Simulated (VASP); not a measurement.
Set up this calculation in VASP 6.6.1, as the native input.

* Task: single point
* Functional: PBE
* Potentials or basis: VASP PAW PBE potentials, release 64 (Tl_d, Cl)
* Cutoff: 520 eV
* k mesh: 2 × 2 × 2
* Occupations: methfessel-paxton, width 0.15 eV
* Spin: no spin polarisation
* Dipole correction: no
* Further INCAR settings: LREAL = Auto; ALGO = Normal; EDIFF = 1e-07; NBANDS = 86

The structure of Tl7Cl8 (a cell with a defect) lies in POSCAR:

```
Tl7Cl8
1.0
    7.6785920000      0.0000000000      0.0000000000
    0.0000000000      7.6785920000      0.0000000000
    0.0000000000      0.0000000000      7.6785920000
Tl Cl
7 8
Direct
    0.0120782560      0.0002926318      0.0227251298
    0.0187660707     -0.0035087162      0.5221386942
   -0.0823765607      0.5004840731     -0.0060978627
    0.0117899219      0.4962409775      0.4932942133
    0.4966849391      0.0001797204     -0.0114321740
    0.5124074830      0.0018332788      0.4892449032
    0.4966252928      0.5019138925      0.4977435967
    0.2413568790      0.2416733432      0.2588935576
    0.2403125469      0.2413932138      0.7418772869
    0.2409319313      0.7585113260      0.2600389498
    0.2398563435      0.7565406522      0.7432982505
    0.7476964527      0.2438853373      0.2535145766
    0.7458277507      0.2430282791      0.7392462056
    0.7473556350      0.7565294523      0.2536222787
    0.7454466913      0.7574973381      0.7392027080
```

One way to write it, as run:

INCAR

```
SYSTEM = Tl7Cl8
ALGO = Normal
EDIFF = 1E-7
ENCUT = 520
GGA = PE
ISIF = 2
ISMEAR = 1
LASPH = .TRUE.
LCHARG = .FALSE.
LREAL = Auto
LWAVE = .FALSE.
NBANDS = 86
NELM = 100
PREC = Accurate
SIGMA = 0.15
```

KPOINTS

```
k-points
0
G
  2 2 2
  0 0 0
```

Potentials or basis: VASP PAW PBE potentials, release 64 (Tl_d, Cl).

Launch:

```bash
$ cat potpaw_PBE.64/Tl_d/POTCAR potpaw_PBE.64/Cl/POTCAR > POTCAR
$ mpirun -np 1 vasp_std > vasp.out
```

Results of the run:

```
Pressure               : 0.3 GPa
Largest force          : 0.148 eV/Å
Band gap on the k mesh : zero (an odd number of electrons rules out a gap without spin polarisation)
```

Caveat: the k points lie up to 0.41 Å⁻¹ apart, too coarse for converged energies and pressures of a metal; spin-orbit coupling is left out, which moves the levels of the heavy elements; an odd number of electrons without spin polarisation forces a metal; a magnetic or distorted state may lie lower.

Run time: 21 min on 1 thread of Oxide Virtual Turin-like Processor (shared host), peak memory 0.54 GiB.
